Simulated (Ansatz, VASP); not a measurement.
**Hf2SbH5 in VASP and in Ansatz**

```
Hf Sb H
1.0
     6.08891    0.00000    0.00000
     0.00000    6.08891    0.00000
     0.00000    0.00000    4.30551
Hf Sb H
2 1 5
Cartesian
  0.0000 0.0000 0.0000
  3.0445 3.0445 0.0000
  0.0000 0.0000 2.1528
  3.0445 3.0445 2.1528
  1.5222 1.5222 0.0000
  4.5667 4.5667 0.0000
  1.5222 4.5667 0.0000
  4.5667 1.5222 0.0000
```

Alike in both runs: task single point; functional PBE; k mesh 4 × 4 × 4; occupations gaussian, width 0.1 eV; no spin polarisation.

|  | VASP | Ansatz |
| --- | --- | --- |
| version | VASP 6.6.1 | Ansatz 0.2.0 |
| potentials or method | VASP PAW PBE potentials, release 64 (Hf_pv, Sb, H), cutoff 520 eV | scalar-relativistic, plane waves, PAW |
| valence electrons in the cell | 30 | 72 |

```csv
,VASP,Ansatz,Ansatz less VASP
gap on the k mesh at the Fermi level (eV),none,none,-
pressure (GPa),13.9,14.3,+0.42
"traceless stress, the component that is largest in VASP (GPa)",46.04,46.64,+0.599
rms of the force components (eV/Å),0.150,0.144,-0.0062
```

Atom by atom the forces differ by 0.006 eV/Å (rms over components). A gap of «none» marks a metal or a gap that the smearing closes. The functional is the same, so the differences come from potentials, cutoffs and numerics. VASP's potentials hold 30 valence electrons a cell and Ansatz's 72, so a difference there can come from the potentials and not from the codes.

The k mesh is coarse, so the values compare programs but aren't converged. Spin-orbit coupling is off throughout.
